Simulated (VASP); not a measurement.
Here is a VASP 6.6.1 calculation.

File INCAR:

```
SYSTEM = MgS
ALGO     = Normal         ! electronic algorithm
EDIFF    = 1E-6           ! SCF threshold, eV
ENCUT    = 520            ! plane-wave cutoff, eV
GGA      = PS             ! functional
ISIF     = 2              ! what is computed and relaxed
ISMEAR   = 0              ! smearing method
LASPH    = .True.         ! aspherical terms in the spheres
LCHARG   = .False.        ! write CHGCAR
LREAL    = .False.        ! projectors in reciprocal space
LWAVE    = .False.        ! write WAVECAR
NBANDS   = 16             ! bands
NELM     = 80             ! most SCF steps
PREC     = Accurate       ! precision mode
SIGMA    = 0.05           ! smearing width, eV
```

File KPOINTS:

```
k-points
0
Gamma
  6 6 4
  0 0 0
```

The input POSCAR:

```
MgS
1.0
    3.7118526143      0.0000000000      0.0000000000
   -1.8559263071      3.2145586591      0.0000000000
    0.0000000000      0.0000000000      6.6895859472
Mg S
2 2
Direct
    0.6666666667      0.3333333333      0.4957548500
    0.3333333333      0.6666666667      0.9957548500
    0.3333333333      0.6666666667      0.3792441500
    0.6666666667      0.3333333333      0.8792441500
```

Potentials or basis: VASP PAW PBE potentials, release 64 (Mg, S).

Run with:

```sh
$ cat potpaw_PBE.64/Mg/POTCAR potpaw_PBE.64/S/POTCAR > POTCAR
$ mpirun -np 1 vasp_std > vasp.out
```

**Question.** What does it give for the largest force?

**Answer.** 1.195 eV/Å.

**Question.** What does it give for the band gap on the k mesh?

**Answer.** 3.69 eV, direct.

**Question.** Estimate the pressure.

**Answer.** 11.0 GPa.

Stress tensor (GPa, compression positive):
```
16.54  0.00  0.00
 0.00 16.54  0.00
 0.00  0.00 -0.02
```

Caveat: the cell differs from its parent crystal (strain -0.080 along x and y, +0.040 along z); the PAW data sets were made with another functional, which shifts forces and pressure a little. A k mesh can miss the band edges.
